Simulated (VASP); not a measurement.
A run of VASP 6.6.1 is set up as follows.

File INCAR:

```
SYSTEM = SrO
PREC = Accurate
ENCUT = 520
EDIFF = 1E-8
ISMEAR = -1
SIGMA = 0.03
LREAL = .FALSE.
LASPH = .TRUE.
NELM = 60
ALGO = Normal
ISIF = 2
LWAVE = .FALSE.
LCHARG = .FALSE.
GGA = PS
LEFG = .TRUE.
NBANDS = 15
```

File KPOINTS:

```
Automatic mesh
0
G
  8 8 8
  0 0 0
```

POSCAR

```
SrO
1.0
    0.0000000000      2.5698000000      2.5184040000
    2.5698000000      0.0000000000      2.5184040000
    2.5698000000      2.5698000000      0.0000000000
Sr O
1 1
Direct
    0.0000000000      0.0000000000      0.0000000000
    0.5000000000      0.5000000000      0.5000000000
```

Potentials or basis: VASP PAW PBE potentials, release 64 (Sr_sv, O).

Launch:

```bash
$ cat potpaw_PBE.64/Sr_sv/POTCAR potpaw_PBE.64/O/POTCAR > POTCAR
$ mpirun -np 1 vasp_std > vasp.out
```

Problem. Predict the pressure.

Solution. 1.7 GPa.

Problem. Estimate the band gap on the k mesh.

Solution. 3.03 eV, indirect (least direct gap 3.17 eV).

Stress tensor (GPa, compression positive):
```
0.68 0.00 0.00
0.00 0.68 0.00
0.00 0.00 3.86
```

Caveat: the cell differs from its parent crystal (zz strain of -2 %); without QUAD_EFG the Cq values of the log hold for a quadrupole moment of 1 mb, not for the nuclei; the PAW data sets were made with another functional, which shifts forces and pressure a little. A k mesh can miss the band edges.
